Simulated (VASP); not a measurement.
# CoW3 in VASP: notebook

Runs on CoW3. Level: PBEsol. Tasks: single point.

Program: VASP 6.6.1. These are calculated values, not measurements. Logs are shortened: lines on timing, memory, paths and dates and some standing lists are left out, and cuts for length are marked.

### 1 The cell of the first run

Symmetry: Pm-3m, No. 221, cubic system. Conventional cell: a = 3.955 Å, b = 3.955 Å, c = 3.955 Å, α = 90.00°, β = 90.00°, γ = 90.00°. Within 3.7 Å of Co (site symmetry m-3m) lie 12 W at 2.80 Å. W (site symmetry 4/mmm) has 4 Co at 2.80 Å and 8 W at 2.80 Å within 3.7 Å.

### 2 Single point, PBEsol (strain +0.025 along x and y, +0.025 along z)

Input file INCAR:

```
SYSTEM = CoW3
PREC     = Accurate       ! precision mode
ENCUT    = 520            ! plane-wave cutoff, eV
EDIFF    = 1E-6           ! SCF threshold, eV
ISMEAR   = 0              ! smearing method
SIGMA    = 0.15           ! smearing width, eV
LREAL    = .FALSE.        ! projectors in reciprocal space
LASPH    = .TRUE.         ! aspherical terms in the spheres
NELM     = 60             ! most SCF steps
ALGO     = Fast           ! electronic algorithm
ISIF     = 2              ! what is computed and relaxed
LWAVE    = .FALSE.        ! write WAVECAR
LCHARG   = .TRUE.         ! write CHGCAR
GGA      = PS             ! functional
LELF     = .TRUE.         ! ELF
LVHAR    = .TRUE.       
NBANDS   = 34             ! bands
```

Input file KPOINTS:

```
Automatic mesh
0
G
  12 12 12
  0 0 0
```

Input file POSCAR:

```
CoW3
1.0
    3.9547011012      0.0000000000      0.0000000000
    0.0000000000      3.9547011012      0.0000000000
    0.0000000000      0.0000000000      3.9547011012
Co W
1 3
Direct
    0.0000000000      0.0000000000      0.0000000000
    0.0000000000      0.5000000000      0.5000000000
    0.5000000000      0.0000000000      0.5000000000
    0.5000000000      0.5000000000      0.0000000000
```

Potentials or basis: VASP PAW PBE potentials, release 64 (Co, W_sv).

On the command line:

```bash
$ cat potpaw_PBE.64/Co/POTCAR potpaw_PBE.64/W_sv/POTCAR > POTCAR
$ mpirun -np 1 vasp_std > vasp.out
```

OUTCAR:

```text
SYSTEM = CoW3
   PREC = Accurate
   ENCUT = 520
   EDIFF = 1E-6
   ISMEAR = 0
   LREAL = .FALSE.
   LASPH = .TRUE.
   NELM = 60
   ISIF = 2
   GGA = PS

 ion  position               nearest neighbor table
   1  0.000  0.000  0.000-   2 2.80   3 2.80   4 2.80   2 2.80   3 2.80   2 2.80   4 2.80   2 2.80
                             3 2.80   4 2.80   3 2.80   4 2.80
   2  0.000  0.500  0.500-   1 2.80   3 2.80   4 2.80   1 2.80   4 2.80   1 2.80   3 2.80   1 2.80
                             3 2.80   4 2.80   4 2.80   3 2.80
   3  0.500  0.000  0.500-   1 2.80   2 2.80   4 2.80   1 2.80   4 2.80   2 2.80   4 2.80   4 2.80
                             1 2.80   2 2.80   1 2.80   2 2.80
   4  0.500  0.500  0.000-   1 2.80   2 2.80   3 2.80   2 2.80   3 2.80   1 2.80   3 2.80   3 2.80
                             1 2.80   2 2.80   2 2.80   1 2.80

  LATTYP: Found a simple cubic cell.
 ALAT       =     3.9547011012

  Lattice vectors:

 A1 = (   3.9547011012,   0.0000000000,   0.0000000000)
 A2 = (   0.0000000000,   3.9547011012,   0.0000000000)
 A3 = (   0.0000000000,   0.0000000000,   3.9547011012)

Analysis of symmetry for initial positions (statically):
=====================================================================
 Subroutine PRICEL returns:
 Original cell was already a primitive cell.

 Routine SETGRP: Setting up the symmetry group for a
 simple cubic supercell.

 Subroutine GETGRP returns: Found 48 space group operations
 (whereof 48 operations were pure point group operations)
 out of a pool of 48 trial point group operations.

The static configuration has the point symmetry O_h .

Analysis of symmetry for dynamics (positions and initial velocities):
=====================================================================
 Subroutine PRICEL returns:
 Original cell was already a primitive cell.

 Routine SETGRP: Setting up the symmetry group for a
 simple cubic supercell.

 Subroutine GETGRP returns: Found 48 space group operations
 (whereof 48 operations were pure point group operations)
 out of a pool of 48 trial point group operations.

The dynamic configuration has the point symmetry O_h .

 Subroutine INISYM returns: Found 48 space group operations
 (whereof 48 operations are pure point group operations),
 and found     1 'primitive' translations

----------------------------------------------------------------------------------------

                                     Primitive cell

  volume of cell :      61.8502

  direct lattice vectors                    reciprocal lattice vectors
     3.954701101  0.000000000  0.000000000     0.252863611  0.000000000  0.000000000
     0.000000000  3.954701101  0.000000000     0.000000000  0.252863611  0.000000000
     0.000000000  0.000000000  3.954701101     0.000000000  0.000000000  0.252863611

  length of vectors
     3.954701101  3.954701101  3.954701101     0.252863611  0.252863611  0.252863611

  position of ions in fractional coordinates (direct lattice)
     0.000000000  0.000000000  0.000000000
     0.000000000  0.500000000  0.500000000
     0.500000000  0.000000000  0.500000000
     0.500000000  0.500000000  0.000000000

  ion indices of the primitive-cell ions
   primitive index   ion index
                 1           1
                 2           2
                 3           3
                 4           4

----------------------------------------------------------------------------------------

 KPOINTS: Automatic mesh

Automatic generation of k-mesh.
 Grid dimensions read from file:
 generate k-points for:   12   12   12

 Generating k-lattice:

  Cartesian coordinates                     Fractional coordinates (reciprocal lattice)
     0.021071968  0.000000000  0.000000000     0.083333333  0.000000000  0.000000000
     0.000000000  0.021071968  0.000000000     0.000000000  0.083333333  0.000000000
     0.000000000  0.000000000  0.021071968     0.000000000  0.000000000  0.083333333

  Length of vectors
     0.021071968  0.021071968  0.021071968

  Shift w.r.t. Gamma in fractional coordinates (k-lattice)
     0.000000000  0.000000000  0.000000000

 Subroutine IBZKPT returns following result:
 ===========================================

 Found     84 irreducible k-points:

 Following reciprocal coordinates:
            Coordinates               Weight
  0.000000  0.000000  0.000000      1.000000
  0.083333  0.000000  0.000000      6.000000
  0.166667  0.000000  0.000000      6.000000
  0.250000  0.000000  0.000000      6.000000
  0.333333  0.000000  0.000000      6.000000
  0.416667  0.000000  0.000000      6.000000
[... 16 lines left out ...]
  0.333333  0.333333  0.000000     12.000000
  0.416667  0.333333  0.000000     24.000000
 [... further k-points ...]
   k-points           NKPTS =     84   k-points in BZ     NKDIM =     84   number of bands    NBANDS=     34
   number of dos      NEDOS =    301   number of ions     NIONS =      4
   total plane-waves  NPLWV =  27000
   dimension x,y,z NGX =    30 NGY =   30 NGZ =   30
   dimension x,y,z NGXF=    60 NGYF=   60 NGZF=   60
   ions per type =               1   3
   NGX,Y,Z   is equivalent  to a cutoff of  12.61, 12.61, 12.61 a.u.
   NGXF,Y,Z  is equivalent  to a cutoff of  25.22, 25.22, 25.22 a.u.
 SYSTEM =  CoW3
   PREC   = accura    normal or accurate (medium, high low for compatibility)
   ISTART =      0    job   : 0-new  1-cont  2-samecut
   ICHARG =      2    charge: 1-file 2-atom 10-const
   ISPIN  =      1    spin polarized calculation?
   LNONCOLLINEAR =      F non collinear calculations
   LSORBIT =      F    spin-orbit coupling
   LASPH  =      T    aspherical Exc in radial PAW
   ENCUT  =  520.0 eV  38.22 Ry    6.18 a.u.   7.35  7.35  7.35*2*pi/ulx,y,z
   NELM   =     60;   NELMIN=  2; NELMDL= -5     # of ELM steps
   EDIFF  = 0.1E-05   stopping-criterion for ELM
   LREAL  =      F    real-space projection
   EDIFFG = 0.1E-04   stopping-criterion for IOM
   NSW    =      0    number of steps for IOM
   IBRION =     -1    ionic relax: 0-MD 1-quasi-New 2-CG
   NFREE  =      0    steps in history (QN), initial steepest desc. (CG)
   ISIF   =      2    stress and relaxation
   ISYM   =      2    0-nonsym 1-usesym 2-fastsym
   POTIM  = 0.5000    time-step for ionic-motion
   TEBEG  =    0.0;   TEEND  =   0.0 temperature during run
   PSTRESS=    0.0 pullay stress
   NELECT =      51.0000    total number of electrons
   NUPDOWN=      -1.0000    fix difference up-down
   EMIN   =  10.00;   EMAX   =-10.00  energy-range for DOS
   EFERMI =   0.00;   METHOD = LEGACY
   ISMEAR =     0;   SIGMA  =   0.15  broadening in eV -4-tet -1-fermi 0-gaus
   EFERMI_NEDOS =   21; number of points for ismear=-14 and -15
   IALGO  =     68    algorithm
   IMIX   =      4    mixing-type and parameters
     AMIX     =   0.40;   BMIX     =  1.00
     AMIX_MAG =   1.60;   BMIX_MAG =  1.00
  volume/ion in A,a.u.               =      15.46       104.35
  Fermi-wavevector in a.u.,A,eV,Ry     =   1.535151  2.901016 32.064713  2.356690
  Thomas-Fermi vector in A             =   2.641980
   LORBIT       =      0    0 simple, 1 ext, 2 COOP (PROOUT), +10 PAW based schemes
   GGA     = PS    functional components
   LHFCALC =     F    Hartree Fock is set to
   AEXX    =    0.0000 exact exchange contribution
   IVDW    =     0    specifies the selected vdW correction
   LEPSILON=     F    determine dielectric tensor
   LRPA    =     F    only Hartree local field effects (RPA)
 non-spin polarized calculation
 RMM-DIIS sequential band-by-band and
 Gauss-broadening in eV      SIGMA  =   0.15
  energy-cutoff  :      520.00
  volume of cell :       61.85
 maximum number of plane-waves:      1743
 NGX is ok and might be reduce to    30
   NGX = 15   NGY = 15   NGZ = 15

 number of electron      50.9999992 magnetization

 Free energy of the ion-electron system (eV)
  ---------------------------------------------------
  ext. energy  EPLUGINS =         0.00000000
  ---------------------------------------------------
  free energy    TOTEN  =       -47.89392071 eV

  energy without entropy =      -47.83822414  energy(sigma->0) =      -47.86607242

 E-fermi :   9.7800     XC(G=0): -13.3915

 val. band max:        9.7704858963   @ k =   0.2500   0.0833   0.0833
 cond. band min:       9.7818816620   @ k =   0.5000   0.1667   0.0833
 fundamental gap:      0.0113957657
 Fermi energy:         9.7800235637

 k-point     1 :       0.0000    0.0000    0.0000
  band No.  band energies     occupation
      1     -63.9392      2.00000
      2     -63.8031      2.00000
      3     -63.8031      2.00000
      4     -28.5327      2.00000
      5     -28.5327      2.00000
      6     -28.5327      2.00000
[... 26 lines left out ...]
     33      15.1763      0.00000
     34      15.9941      0.00000

 k-point     2 :       0.0833    0.0000    0.0000
  band No.  band energies     occupation
      1     -63.9372      2.00000
      2     -63.8051      2.00000
      3     -63.8030      2.00000
      4     -28.5240      2.00000
      5     -28.5240      2.00000
      6     -28.5192      2.00000
[... 26 lines left out ...]
     33      15.0042      0.00000
     34      15.9919      0.00000

 k-point     3 :       0.1667    0.0000    0.0000
  band No.  band energies     occupation
      1     -63.9312      2.00000
      2     -63.8111      2.00000
      3     -63.8030      2.00000
      4     -28.4992      2.00000
      5     -28.4992      2.00000
      6     -28.4796      2.00000
[... 26 lines left out ...]
     33      14.5314      0.00000
     34      16.2337      0.00000
[... 704 lines left out ...]
 k-point    23 :       0.3333    0.3333    0.0000
  band No.  band energies     occupation
      1     -63.8865      2.00000
      2     -63.8369      2.00000
      3     -63.8212      2.00000
      4     -28.4848      2.00000
      5     -28.2998      2.00000
      6     -28.2842      2.00000
[... 26 lines left out ...]
     33      13.4816      0.00000
     34      13.7049      0.00000

 k-point    24 :       0.4167    0.3333    0.0000
  band No.  band energies     occupation
      1     -63.8765      2.00000
      2     -63.8435      2.00000
      3     -63.8246      2.00000
      4     -28.4654      2.00000
      5     -28.3661      2.00000
      6     -28.2330      2.00000
[... 26 lines left out ...]
     33      13.1485      0.00000
     34      13.6724      0.00000

 [... further k-points ...]

------------------------ aborting loop because EDIFF is reached ----------------------------------------

  FORCE on cell =-STRESS in cart. coord.  units (eV):
  Direction    XX          YY          ZZ          XY          YZ          ZX
  --------------------------------------------------------------------------------------
  -------------------------------------------------------------------------------------
  Total       -7.1148276     -7.1148276     -7.1148276      0.0000000      0.0000000     -0.0000000
  in kB     -184.3036632   -184.3036632   -184.3036632      0.0000000      0.0000000     -0.0000000
  external PRESSURE =    -184.3036632 kB  Pullay stress =       0.0000000 kB

 VOLUME and BASIS-vectors are now :
 -----------------------------------------------------------------------------
  energy-cutoff  :      520.00
  volume of cell :       61.85
      direct lattice vectors                 reciprocal lattice vectors
     3.954701101  0.000000000  0.000000000     0.252863611  0.000000000  0.000000000
     0.000000000  3.954701101  0.000000000     0.000000000  0.252863611  0.000000000
     0.000000000  0.000000000  3.954701101     0.000000000  0.000000000  0.252863611

 POSITION                                       TOTAL-FORCE (eV/Angst)
 -----------------------------------------------------------------------------------
      0.00000      0.00000      0.00000         0.000000      0.000000      0.000000
      0.00000      1.97735      1.97735         0.000000      0.000000      0.000000
      1.97735      0.00000      1.97735         0.000000      0.000000      0.000000
      1.97735      1.97735      0.00000         0.000000      0.000000      0.000000
 -----------------------------------------------------------------------------------
    total drift:                                0.000000      0.000000     -0.000000

  FREE ENERGIE OF THE ION-ELECTRON SYSTEM (eV)
  ---------------------------------------------------
  free  energy   TOTEN  =       -47.8939207095 eV

  energy  without entropy=      -47.8382241378  energy(sigma->0) =      -47.86607242
```

Run time: 2.2 min. Hardware: 1 thread of AMD EPYC 9R45 (Zen 5), shared host; peak memory 0.25 GiB.

Results:

```yaml
Free_energy: -47.8939 eV
Pressure: -18.4 GPa
```

Caveat: the cell differs from its parent crystal (strain +0.025 along x and y, +0.025 along z); the PAW data sets were made with another functional, which shifts forces and pressure a little; spin-orbit coupling is left out, which moves the levels of the heavy elements. Spin polarisation is off, so any magnetic state and its effect on volume and gap are missing.

(Continued in part 2 of 2.)
